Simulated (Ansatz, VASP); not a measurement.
One calculation of HfO2, two programs

```
Hf O
1.0
     5.05980    0.00000    0.00000
     0.00000   10.01720    0.00000
     0.00000    0.00000    5.27988
Hf O
8 16
Direct
  0.74519 0.88459 0.96451
  0.24519 0.61541 0.03549
  0.25481 0.38459 0.53549
  0.75481 0.11541 0.46451
  0.25481 0.11541 0.03549
  0.75481 0.38459 0.96451
  0.74519 0.61541 0.46451
  0.24519 0.88459 0.53549
  0.87068 0.79035 0.62494
  0.37068 0.70965 0.37506
  0.12932 0.29035 0.87506
  0.62932 0.20965 0.12494
  0.12932 0.20965 0.37506
  0.62932 0.29035 0.62494
  0.87068 0.70965 0.12494
  0.37068 0.79035 0.87506
  0.50293 0.97653 0.26198
  0.00293 0.52347 0.73802
  0.49707 0.47653 0.23802
  0.99707 0.02347 0.76198
  0.49707 0.02347 0.73802
  0.99707 0.47653 0.26198
  0.50293 0.52347 0.76198
  0.00293 0.97653 0.23802
```

Change from the starting cell: z stretched by +1 %, ions relaxed.

Alike in both runs: functional PBE; k mesh 5 × 3 × 5; occupations fermi-dirac, width 0.02 eV; no spin polarisation.

Ansatz relaxed the structure, and its values are those at the end. VASP's run is a single point on that final structure, the one shown.

|  | VASP | Ansatz |
| --- | --- | --- |
| version | VASP 6.6.1 | Ansatz 0.2.0 |
| potentials or method | VASP PAW PBE potentials, release 64 (Hf_pv, O) | plane-wave PAW, scalar-relativistic |
| plane-wave cutoff (eV) | 520 | 420 |
| valence electrons in the cell | 176 | 304 |

Ansatz gave:

```
gap on the k mesh at the Fermi level (eV) : 4.30
pressure (GPa)                            : 3.1
rms of the force components (eV/Å)        : 0.007
```

Which values does VASP return?

gap on the k mesh at the Fermi level (eV): 4.25; pressure (GPa): -0.2; rms of the force components (eV/Å): 0.026.

The functional is the same, so the differences come from potentials, cutoffs and numerics. VASP's potentials hold 176 valence electrons a cell and Ansatz's 304, so a difference there can come from the potentials and not from the codes. Ansatz's warnings: stress scf threshold loose.

Spin-orbit coupling is off throughout.
